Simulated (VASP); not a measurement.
# Si2Mo (pbesol) (I4/mmm) in VASP: notebook

Si2Mo (pbesol) is run at these levels: PBEsol; tasks: single point, relaxation of cell and atoms.

All numbers are computed with VASP 6.6.1; they aren't measurements. Logs are shortened: lines on timing, memory, paths and dates and some standing lists are left out, and cuts for length are marked.

## 1. The cell of the first run

Symmetry: I4/mmm, No. 139, tetragonal system. Conventional cell: a = 3.190 Å, b = 3.190 Å, c = 7.821 Å, α = 90.00°, β = 90.00°, γ = 90.00°. Si (site symmetry 4mm) has 9 Si at 2.58 to 3.19 Å and 5 Mo at 2.60 to 2.62 Å within 3.4 Å. Within 3.4 Å of Mo (site symmetry 4/mmm) lie 10 Si at 2.60 to 2.62 Å and 4 Mo at 3.19 Å.

## 2. Single point, PBEsol

INCAR

```
SYSTEM = Si2Mo
PREC = Accurate
ENCUT = 520
EDIFF = 1E-6
ISMEAR = 0
SIGMA = 0.1
LREAL = .False.
LASPH = .True.
NELM = 100
ALGO = Normal
ISIF = 2
LWAVE = .False.
LCHARG = .False.
GGA = PS
NBANDS = 18
```

KPOINTS

```
regular mesh
0
Gamma
  18 18 18
  0 0 0
```

POSCAR

```
Si2Mo
1.0
   -1.5951009579      1.5951009579      3.9103722591
    1.5951009579     -1.5951009579      3.9103722591
    1.5951009579      1.5951009579     -3.9103722591
Si Mo
2 1
Direct
    0.3350689668      0.3350689668      0.0000000000
    0.6649310332      0.6649310332      0.0000000000
    0.0000000000      0.0000000000      0.0000000000
```

Potentials or basis: VASP PAW PBE potentials, release 64 (Si, Mo_sv).

Launch:

```
> cat potpaw_PBE.64/Si/POTCAR potpaw_PBE.64/Mo_sv/POTCAR > POTCAR
> mpirun -np 1 vasp_std > vasp.out
```

OUTCAR:

```text
SYSTEM = Si2Mo
   PREC = Accurate
   ENCUT = 520
   EDIFF = 1E-6
   ISMEAR = 0
   LREAL = .False.
   LASPH = .True.
   NELM = 100
   ISIF = 2
   GGA = PS

 ion  position               nearest neighbor table
   1  0.335  0.335  0.000-   2 2.58   3 2.60   3 2.60   3 2.60   3 2.60   2 2.62   2 2.62   2 2.62
                             2 2.62   3 2.62
   2  0.665  0.665  0.000-   1 2.58   3 2.60   3 2.60   3 2.60   3 2.60   1 2.62   1 2.62   1 2.62
                             1 2.62   3 2.62
   3  0.000  0.000  0.000-   2 2.60   2 2.60   1 2.60   1 2.60   2 2.60   2 2.60   1 2.60   1 2.60
                             1 2.62   2 2.62

  LATTYP: Found a body centered tetragonal cell.
 ALAT       =     3.1902019158
 C/A-ratio  =     2.4514888790

  Lattice vectors:

 A1 = (  -1.5951009579,   1.5951009579,   3.9103722591)
 A2 = (   1.5951009579,  -1.5951009579,   3.9103722591)
 A3 = (   1.5951009579,   1.5951009579,  -3.9103722591)

Analysis of symmetry for initial positions (statically):
=====================================================================
 Subroutine PRICEL returns:
 Original cell was already a primitive cell.

 Routine SETGRP: Setting up the symmetry group for a
 body centered tetragonal supercell.

 Subroutine GETGRP returns: Found 16 space group operations
 (whereof 16 operations were pure point group operations)
 out of a pool of 16 trial point group operations.

The static configuration has the point symmetry D_4h.

Analysis of symmetry for dynamics (positions and initial velocities):
=====================================================================
 Subroutine PRICEL returns:
 Original cell was already a primitive cell.

 Routine SETGRP: Setting up the symmetry group for a
 body centered tetragonal supercell.

 Subroutine GETGRP returns: Found 16 space group operations
 (whereof 16 operations were pure point group operations)
 out of a pool of 16 trial point group operations.

The dynamic configuration has the point symmetry D_4h.

 Subroutine INISYM returns: Found 16 space group operations
 (whereof 16 operations are pure point group operations),
 and found     1 'primitive' translations

----------------------------------------------------------------------------------------

                                     Primitive cell

  volume of cell :      39.7974

  direct lattice vectors                    reciprocal lattice vectors
    -1.595100958  1.595100958  3.910372259     0.000000000  0.313459783  0.127865064
     1.595100958 -1.595100958  3.910372259     0.313459783  0.000000000  0.127865064
     1.595100958  1.595100958 -3.910372259     0.313459783  0.313459783  0.000000000

  length of vectors
     4.514388700  4.514388700  4.514388700     0.338535833  0.338535833  0.443299076

  position of ions in fractional coordinates (direct lattice)
     0.335068967  0.335068967  0.000000000
     0.664931033  0.664931033  0.000000000
     0.000000000  0.000000000  0.000000000

  ion indices of the primitive-cell ions
   primitive index   ion index
                 1           1
                 2           2
                 3           3

----------------------------------------------------------------------------------------

 KPOINTS: regular mesh

Automatic generation of k-mesh.
 Grid dimensions read from file:
 generate k-points for:   18   18   18

 Generating k-lattice:

  Cartesian coordinates                     Fractional coordinates (reciprocal lattice)
     0.000000000  0.017414432  0.007103615     0.055555556  0.000000000  0.000000000
     0.017414432  0.000000000  0.007103615     0.000000000  0.055555556  0.000000000
     0.017414432  0.017414432  0.000000000     0.000000000  0.000000000  0.055555556

  Length of vectors
     0.018807546  0.018807546  0.024627726

  Shift w.r.t. Gamma in fractional coordinates (k-lattice)
     0.000000000  0.000000000  0.000000000

 Subroutine IBZKPT returns following result:
 ===========================================

 Found    480 irreducible k-points:

 Following reciprocal coordinates:
            Coordinates               Weight
  0.000000  0.000000  0.000000      1.000000
  0.055556 -0.000000  0.000000      8.000000
  0.111111 -0.000000  0.000000      8.000000
  0.166667 -0.000000  0.000000      8.000000
  0.222222  0.000000  0.000000      8.000000
  0.277778  0.000000  0.000000      8.000000
[... 16 lines left out ...]
 -0.277778  0.055556  0.000000     16.000000
 -0.222222  0.055556  0.000000     16.000000
 [... further k-points ...]
   k-points           NKPTS =    480   k-points in BZ     NKDIM =    480   number of bands    NBANDS=     18
   number of dos      NEDOS =    301   number of ions     NIONS =      3
   total plane-waves  NPLWV =  46656
   dimension x,y,z NGX =    36 NGY =   36 NGZ =   36
   dimension x,y,z NGXF=    72 NGYF=   72 NGZF=   72
   ions per type =               2   1
   NGX,Y,Z   is equivalent  to a cutoff of  13.26, 13.26, 13.26 a.u.
   NGXF,Y,Z  is equivalent  to a cutoff of  26.51, 26.51, 26.51 a.u.
 SYSTEM =  Si2Mo
   PREC   = accura    normal or accurate (medium, high low for compatibility)
   ISTART =      0    job   : 0-new  1-cont  2-samecut
   ICHARG =      2    charge: 1-file 2-atom 10-const
   ISPIN  =      1    spin polarized calculation?
   LNONCOLLINEAR =      F non collinear calculations
   LSORBIT =      F    spin-orbit coupling
   LASPH  =      T    aspherical Exc in radial PAW
   ENCUT  =  520.0 eV  38.22 Ry    6.18 a.u.   8.39  8.39  8.39*2*pi/ulx,y,z
   NELM   =    100;   NELMIN=  2; NELMDL= -5     # of ELM steps
   EDIFF  = 0.1E-05   stopping-criterion for ELM
   LREAL  =      F    real-space projection
   EDIFFG = 0.1E-04   stopping-criterion for IOM
   NSW    =      0    number of steps for IOM
   IBRION =     -1    ionic relax: 0-MD 1-quasi-New 2-CG
   NFREE  =      0    steps in history (QN), initial steepest desc. (CG)
   ISIF   =      2    stress and relaxation
   ISYM   =      2    0-nonsym 1-usesym 2-fastsym
   POTIM  = 0.5000    time-step for ionic-motion
   TEBEG  =    0.0;   TEEND  =   0.0 temperature during run
   PSTRESS=    0.0 pullay stress
   NELECT =      22.0000    total number of electrons
   NUPDOWN=      -1.0000    fix difference up-down
   EMIN   =  10.00;   EMAX   =-10.00  energy-range for DOS
   EFERMI =   0.00;   METHOD = LEGACY
   ISMEAR =     0;   SIGMA  =   0.10  broadening in eV -4-tet -1-fermi 0-gaus
   EFERMI_NEDOS =   21; number of points for ismear=-14 and -15
   IALGO  =     38    algorithm
   IMIX   =      4    mixing-type and parameters
     AMIX     =   0.40;   BMIX     =  1.00
     AMIX_MAG =   1.60;   BMIX_MAG =  1.00
  volume/ion in A,a.u.               =      13.27        89.52
  Fermi-wavevector in a.u.,A,eV,Ry     =   1.343582  2.539002 24.561416  1.805213
  Thomas-Fermi vector in A             =   2.471645
   LORBIT       =      0    0 simple, 1 ext, 2 COOP (PROOUT), +10 PAW based schemes
   GGA     = PS    functional components
   LHFCALC =     F    Hartree Fock is set to
   AEXX    =    0.0000 exact exchange contribution
   IVDW    =     0    specifies the selected vdW correction
   LEPSILON=     F    determine dielectric tensor
   LRPA    =     F    only Hartree local field effects (RPA)
 non-spin polarized calculation
 Gauss-broadening in eV      SIGMA  =   0.10
  energy-cutoff  :      520.00
  volume of cell :       39.80
 maximum number of plane-waves:      1104
 NGX is ok and might be reduce to    36
   NGX = 17   NGY = 17   NGZ = 17

 number of electron      22.0000000 magnetization

 Free energy of the ion-electron system (eV)
  ---------------------------------------------------
  ext. energy  EPLUGINS =         0.00000000
  ---------------------------------------------------
  free energy    TOTEN  =       -25.07998471 eV

  energy without entropy =      -25.07880089  energy(sigma->0) =      -25.07939280

 E-fermi :  12.3383     XC(G=0): -12.5626

 val. band max:       12.3378981919   @ k =  -0.3333  -0.3333   0.2778
 cond. band min:      12.3423964307   @ k =  -0.0556   0.0556   0.0000
 fundamental gap:      0.0044982388
 Fermi energy:        12.3383383490

 k-point     1 :       0.0000    0.0000    0.0000
  band No.  band energies     occupation
      1     -48.2691      2.00000
      2     -22.4594      2.00000
      3     -22.3757      2.00000
      4     -22.3757      2.00000
      5      -1.1620      2.00000
      6       5.8679      2.00000
[... 10 lines left out ...]
     17      17.5399      0.00000
     18      17.5399      0.00000

 k-point     2 :       0.0556   -0.0000    0.0000
  band No.  band energies     occupation
      1     -48.2685      2.00000
      2     -22.4588      2.00000
      3     -22.3840      2.00000
      4     -22.3749      2.00000
      5      -1.1050      2.00000
      6       5.8740      2.00000
[... 10 lines left out ...]
     17      17.5743      0.00000
     18      17.9068      0.00000

 k-point     3 :       0.1111   -0.0000    0.0000
  band No.  band energies     occupation
      1     -48.2667      2.00000
      2     -22.4570      2.00000
      3     -22.4079      2.00000
      4     -22.3727      2.00000
      5      -0.9354      2.00000
      6       5.8815      2.00000
[... 10 lines left out ...]
     17      17.7564      0.00000
     18      18.7097      0.00000

 k-point     4 :       0.1667   -0.0000    0.0000
  band No.  band energies     occupation
      1     -48.2641      2.00000
      2     -22.4545      2.00000
      3     -22.4441      2.00000
      4     -22.3693      2.00000
      5      -0.6571      2.00000
      6       5.8505      2.00000
[... 10 lines left out ...]
     17      18.2579      0.00000
     18      19.7172      0.00000

 k-point     5 :       0.2222    0.0000    0.0000
  band No.  band energies     occupation
      1     -48.2609      2.00000
      2     -22.4888      2.00000
      3     -22.4507      2.00000
      4     -22.3651      2.00000
      5      -0.2768      2.00000
      6       5.6968      2.00000
[... 10 lines left out ...]
     17      18.9689      0.00000
     18      20.8307      0.00000

 k-point     6 :       0.2778    0.0000    0.0000
  band No.  band energies     occupation
      1     -48.2575      2.00000
      2     -22.5357      2.00000
      3     -22.4471      2.00000
      4     -22.3607      2.00000
      5       0.1967      2.00000
      6       5.3380      2.00000
[... 10 lines left out ...]
     17      19.4979      0.00000
     18      21.3707      0.00000

 k-point     7 :       0.3333    0.0000    0.0000
  band No.  band energies     occupation
      1     -48.2543      2.00000
      2     -22.5793      2.00000
      3     -22.4437      2.00000
      4     -22.3565      2.00000
      5       0.7522      2.00000
      6       4.8022      2.00000
[... 10 lines left out ...]
     17      19.4197      0.00000
     18      21.5949      0.00000

 k-point     8 :       0.3889   -0.0000    0.0000
  band No.  band energies     occupation
      1     -48.2516      2.00000
      2     -22.6147      2.00000
      3     -22.4409      2.00000
      4     -22.3531      2.00000
      5       1.3759      2.00000
      6       4.1643      2.00000
[... 10 lines left out ...]
     17      19.0982      0.00000
     18      20.6680      0.00000
[... 229 lines left out ...]
     17      19.3234      0.00000
     18      19.8861      0.00000

 k-point    20 :      -0.4444    0.0556    0.0000
  band No.  band energies     occupation
      1     -48.2494      2.00000
      2     -22.6364      2.00000
      3     -22.4378      2.00000
      4     -22.3586      2.00000
      5       2.0056      2.00000
      6       3.5777      2.00000
[... 10 lines left out ...]
     17      19.3653      0.00000
     18      20.3929      0.00000

 k-point    21 :      -0.3889    0.0556   -0.0000
  band No.  band energies     occupation
      1     -48.2511      2.00000
      2     -22.6134      2.00000
      3     -22.4394      2.00000
      4     -22.3609      2.00000
      5       1.3345      2.00000
      6       4.2742      2.00000
[... 10 lines left out ...]
     17      19.4552      0.00000
     18      21.2590      0.00000

 k-point    22 :      -0.3333    0.0556    0.0000
  band No.  band energies     occupation
      1     -48.2537      2.00000
      2     -22.5781      2.00000
      3     -22.4420      2.00000
      4     -22.3643      2.00000
      5       0.7185      2.00000
      6       4.9407      2.00000
[... 10 lines left out ...]
     17      19.5324      0.00000
     18      20.8765      0.00000

 k-point    23 :      -0.2778    0.0556    0.0000
  band No.  band energies     occupation
      1     -48.2569      2.00000
      2     -22.5345      2.00000
      3     -22.4453      2.00000
      4     -22.3686      2.00000
      5       0.1741      2.00000
      6       5.5377      2.00000
[... 10 lines left out ...]
     17      19.3107      0.00000
     18      20.6671      0.00000

 k-point    24 :      -0.2222    0.0556    0.0000
  band No.  band energies     occupation
      1     -48.2604      2.00000
      2     -22.4878      2.00000
      3     -22.4489      2.00000
      4     -22.3731      2.00000
      5      -0.2857      2.00000
      6       5.9541      2.00000
[... 10 lines left out ...]
     17      18.6565      0.00000
     18      20.8218      0.00000

 [... further k-points ...]
[... 5 lines left out ...]
  --------------------------------------------------------------------------------------
  -------------------------------------------------------------------------------------
  Total        0.0957426      0.0957426      0.0967116      0.0000000      0.0000000      0.0000000
  in kB        3.8544403      3.8544403      3.8934513      0.0000000      0.0000000      0.0000000
  external PRESSURE =       3.8674440 kB  Pullay stress =       0.0000000 kB

 VOLUME and BASIS-vectors are now :
 -----------------------------------------------------------------------------
  energy-cutoff  :      520.00
  volume of cell :       39.80
      direct lattice vectors                 reciprocal lattice vectors
    -1.595100958  1.595100958  3.910372259     0.000000000  0.313459783  0.127865064
     1.595100958 -1.595100958  3.910372259     0.313459783  0.000000000  0.127865064
     1.595100958  1.595100958 -3.910372259     0.313459783  0.313459783  0.000000000

 POSITION                                       TOTAL-FORCE (eV/Angst)
 -----------------------------------------------------------------------------------
      0.00000      0.00000      2.62049        -0.000000     -0.000000     -0.005542
      0.00000      0.00000      5.20026         0.000000      0.000000      0.005542
      0.00000      0.00000      0.00000        -0.000000     -0.000000     -0.000000
 -----------------------------------------------------------------------------------
    total drift:                               -0.000000      0.000000     -0.000000

  FREE ENERGIE OF THE ION-ELECTRON SYSTEM (eV)
  ---------------------------------------------------
  free  energy   TOTEN  =       -25.0799847056 eV

  energy  without entropy=      -25.0788008903  energy(sigma->0) =      -25.07939280
```

It took 6.1 min on 1 thread of Intel Xeon Platinum 8259CL at 2.50GHz (Skylake/Cascade Lake), shared host; peak memory 0.46 GiB.

Results:

```yaml
Free_energy: -25.0800 eV
Pressure: 0.4 GPa
Largest_force: 0.006 eV/Å
Band_gap_on_the_k_mesh: zero (band 11 reaches 12.82 eV, above the bottom of band 12 at 11.88 eV)
```

Forces on the atoms (eV/Å):
```
Si   0.000  0.000 -0.006
Si   0.000  0.000  0.006
Mo   0.000  0.000  0.000
```

Caveat: the PAW data sets were made with another functional, which shifts forces and pressure a little.

[end of part 1 of 2]
